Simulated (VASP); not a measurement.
# Mo4C: single point with LDA

Slab: Mo4C, a slab with vacuum.

```
CELL_PARAMETERS angstrom
3.11118 0.00000 0.00000
0.00000 3.11118 0.00000
0.00000 0.00000 21.50982
ATOMIC_POSITIONS crystal
Mo 0.50000 0.50000 0.18596
Mo 0.00000 0.00000 0.25828
Mo 0.50000 0.50000 0.33251
Mo 0.00000 0.00000 0.39562
C 0.12500 0.12500 0.48721
```

| Item | Value |
| --- | --- |
| Program | VASP 6.6.1 |
| Task | single point |
| Functional | LDA |
| Potentials or basis | VASP PAW LDA potentials, release 64 (Mo_sv, C) |
| Cutoff | 520 eV |
| k mesh | 9 × 9 × 1 |
| Occupations | gaussian, width 0.1 eV |
| Spin | no spin polarisation |
| Dipole correction | yes |
| Further INCAR settings | ALGO = Normal; EDIFF = 1e-06; NBANDS = 38 |

```yaml
Largest_force: 4.365 eV/Å
Band_gap_on_the_k_mesh: zero (band 30 reaches 0.56 eV, above the bottom of band 31 at 0.01 eV)
```

Forces in eV/Å, atoms in the order of the input:
```
Mo  -0.077 -0.077  1.917
Mo   0.160  0.160 -2.058
Mo  -0.138 -0.138 -1.260
Mo   0.082  0.082  4.364
C   -0.027 -0.027 -2.963
```

Levels at points of the mesh, in eV from the Fermi level:
| k point | band 28 | band 29 | band 30 | band 31 | band 32 | band 33 |
| --- | --- | --- | --- | --- | --- | --- |
| (0.00, 0.00, 0.00) | -0.83 | -0.45 | -0.20 | -0.08 | 0.49 | 0.69 |

Wall time 10 min on 1 thread of AMD EPYC 7R43 64-Core Processor (Zen 3), on a shared host, peak memory 0.29 GiB.
